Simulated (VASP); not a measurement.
Wanted: the native input for a VASP 6.6.1 run.

| Item | Value |
| --- | --- |
| Task | single point |
| Functional | PBEsol |
| Potentials or basis | VASP PAW PBE potentials, release 64 (Ti_sv, O) |
| Cutoff | 520 eV |
| k mesh | 18 × 18 × 14 |
| Occupations | gaussian, width 0.05 eV |
| Spin | no spin polarisation |
| Dipole correction | no |
| Further INCAR settings | ALGO = Normal; EDIFF = 1e-06; NBANDS = 16 |

The structure of TiO lies in POSCAR:

```
TiO
1.0
    3.0309987015      0.0000000000      0.0000000000
   -1.5154993507      2.6249218743      0.0000000000
    0.0000000000      0.0000000000      3.2377000000
Ti O
1 1
Direct
    0.6666666667      0.3333333333      0.0000000000
    0.0000000000      0.0000000000      0.5000000000
```

One way to write it, as run:

INCAR

```
SYSTEM = TiO
  PREC = Accurate
  ENCUT = 520
  EDIFF = 1E-6
  ISMEAR = 0
  SIGMA = 0.05
  LREAL = .False.
  LASPH = .True.
  NELM = 60
  ALGO = Normal
  ISIF = 2
  LWAVE = .False.
  LCHARG = .False.
  GGA = PS
  NBANDS = 16
```

KPOINTS

```
Automatic mesh
0
Gamma
  18 18 14
  0 0 0
```

Potentials or basis: VASP PAW PBE potentials, release 64 (Ti_sv, O).

Command:

```bash
$ cat potpaw_PBE.64/Ti_sv/POTCAR potpaw_PBE.64/O/POTCAR > POTCAR
$ mpirun -np 1 vasp_std > vasp.out
```

It gave:

```yaml
Pressure: -40.3 GPa
```

Caveat: the cell stands under tension; the PAW data sets were made with another functional, which shifts forces and pressure a little.

Wall time 37 s on 1 thread of Intel(R) Xeon(R) 6975P-C (Granite Rapids), on a shared host, peak memory 0.23 GiB.
